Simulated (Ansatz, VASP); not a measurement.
## Two plane-wave programs on Co

Contents of INCAR:

```
  PREC = Accurate
  ENCUT = 520
  EDIFF = 1E-6
  ISMEAR = -1
  SIGMA = 0.05
  LREAL = F
  LASPH = T
  NELM = 150
  ALGO = Fast
  ISIF = 2
  LWAVE = F
  LCHARG = F
  ISPIN = 2
  MAGMOM = 2
  LORBIT = 11
  LMAXMIX = 4
  GGA = PE
  NBANDS = 14
```

KPOINTS

```
Automatic mesh
0
Gamma
  13 13 13
```

Contents of POSCAR:

```
Co
1.0
    0.0000000000      1.7797737970      1.7797737970
    1.7797737970      0.0000000000      1.7797737970
    1.7797737970      1.7797737970      0.0000000000
Co
1
Direct
    0.0000000000      0.0000000000      0.0000000000
```

input.yaml

```yaml
crystal:
  lattice:
    - [0.0, 1.779773797, 1.779773797]
    - [1.779773797, 0.0, 1.779773797]
    - [1.779773797, 1.779773797, 0.0]
  atoms:
    - { symbol: Co, position: [0.0, 0.0, 0.0], spin: 2.0 }
hamiltonian:
  xc: pbe
  pseudopotentials: { kind: paw }
magnetization:
  spin_polarized: true
kpoints:
  mp_grid: { grid: [13, 13, 13] }
scf:
  occupations: { method: fermi_dirac, width: 0.05 }
output:
  forces: true
  stress: true
  eigenvalues: true
```

Alike in both runs: task single point; functional PBE; k mesh 13 × 13 × 13; occupations fermi-dirac, width 0.05 eV; collinear spin.

```csv
,VASP,Ansatz
version,VASP 6.6.1,Ansatz 0.2.0
potentials or method,"VASP PAW PBE potentials, release 64 (Co)",Ansatz PAW
plane-wave cutoff (eV),520,420
valence electrons in the cell,9,17
```

Ansatz gave:

* gap on the k mesh at the Fermi level (eV): none
* pressure (GPa): -7.0
* net moment per atom (μB): 1.65
* size of the moment on the site where the two differ most (μB): 1.72

Question: What did VASP give for the same quantities?

Answer: gap on the k mesh at the Fermi level (eV): none; pressure (GPa): -7.5; net moment per atom (μB): 1.64; size of the moment on the site where the two differ most (μB): 1.66.

Site moments also hang on the region over which each program counts them. A gap of «none» marks a metal or a gap that the smearing closes. VASP's potentials hold 9 valence electrons a cell and Ansatz's 17, so a difference there can come from the potentials and not from the codes.
